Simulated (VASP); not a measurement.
A run of VASP 6.6.1:

File INCAR:

```
PREC = Accurate
ENCUT = 520
EDIFF = 1E-6
ISMEAR = 0
SIGMA = 0.1
LREAL = False
LASPH = True
NELM = 80
ALGO = Normal
ISIF = 2
LWAVE = False
LCHARG = True
GGA = PE
LELF = True
LVHAR = True
NBANDS = 30
```

KPOINTS

```
Automatic mesh
0
Gamma
  4 4 4
```

Contents of POSCAR:

```
Sc3Te2
1.0
    4.0712397100      0.0000000000      0.0000000000
    0.0000000000      4.0712397100      0.0000000000
    0.0000000000      0.0000000000      7.3674996100
Sc Te
3 2
Direct
    0.5000000000      0.5000000000      0.8413032000
    0.5000000000      0.5000000000      0.1586968000
    0.5000000000      0.5000000000      0.5000000000
    0.0000000000      0.0000000000      0.0000000000
    0.0000000000      0.0000000000      0.5000000000
```

Potentials or basis: VASP PAW PBE potentials, release 64 (Sc_sv, Te).

Launch:

```sh
$ cat potpaw_PBE.64/Sc_sv/POTCAR potpaw_PBE.64/Te/POTCAR > POTCAR
$ mpirun -np 1 vasp_std > vasp.out
```

Hardware: 1 thread of Intel(R) Xeon(R) 6975P-C (Granite Rapids) (shared host).

Task: How long does it take, and how much memory?

Result: Wall time 58 s on 1 thread of Intel(R) Xeon(R) 6975P-C (Granite Rapids) (shared host), peak memory 0.23 GiB. Counts: scf iterations 15, k points 18.
